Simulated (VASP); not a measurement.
Wanted: the native input for a VASP 6.6.1 run.

```
Task                   : single point
Functional             : PBE
Potentials or basis    : VASP PAW PBE potentials, release 64 (Sm_3, Nb_sv, S), 4f in core
Cutoff                 : 500 eV
k mesh                 : 8 × 8 × 8
Occupations            : gaussian, width 0.1 eV
Spin                   : collinear spin
Starting moments       : [0.0, 0.4, 0.0, 0.0, 0.0] μB
Dipole correction      : no
Mended                 : yes
Further INCAR settings : ALGO = Normal; EDIFF = 1e-06; NBANDS = 33
```

The structure of SmNbS3 lies in POSCAR:

```
SmNbS3
1.0
    4.7701477867      0.0000000000      0.0000000000
    0.0000000000      4.7701477867      0.0000000000
    0.0000000000      0.0000000000      4.7701477867
Sm Nb S
1 1 3
Direct
    0.0000000000      0.0000000000      0.0000000000
    0.5000000000      0.5000000000      0.5000000000
    0.0000000000      0.5000000000      0.5000000000
    0.5000000000      0.0000000000      0.5000000000
    0.5000000000      0.5000000000      0.0000000000
```

The cell was built from a structure type or drawn by symmetry, and may not be a known phase.

One way to write it, as run:

INCAR

```
SYSTEM = SmNbS3
PREC = Accurate
ENCUT = 500
EDIFF = 1E-6
ISMEAR = 0
SIGMA = 0.1
LREAL = .FALSE.
LASPH = .TRUE.
NELM = 200
ALGO = Normal
ISIF = 2
LWAVE = .FALSE.
LCHARG = .TRUE.
ISPIN = 2
MAGMOM = 0 0.4 0 0 0
LORBIT = 11
LMAXMIX = 6
GGA = PE
LELF = .TRUE.
LVHAR = .TRUE.
NBANDS = 33
GGA_COMPAT = .FALSE.
```

KPOINTS

```
Automatic mesh
0
G
  8 8 8
  0 0 0
```

Potentials or basis: VASP PAW PBE potentials, release 64 (Sm_3, Nb_sv, S), 4f in core.

The run is started by

```console
$ cat potpaw_PBE.64/Sm_3/POTCAR potpaw_PBE.64/Nb_sv/POTCAR potpaw_PBE.64/S/POTCAR > POTCAR
$ mpirun -np 1 vasp_std > vasp.out
```

It gave:

| Item | Value |
| --- | --- |
| Pressure | -0.3 GPa |
| Band gap on the k mesh | zero (filled and empty bands overlap) |
| Net moment | 0.00 μB per cell |
| Valence electrons inside the program's atomic spheres | Sm 8.61; Nb 10.67; S 3.77 |

Caveat: the magnetic or orbital state may not be the lowest; spin-orbit coupling is left out, which moves the levels of the heavy elements; the 4f electrons are frozen in the core, so they carry no moment and show no levels.

It took 2.7 min on 1 thread of Intel(R) Xeon(R) Platinum 8488C (Sapphire Rapids), with other jobs on the host, peak memory 0.36 GiB.
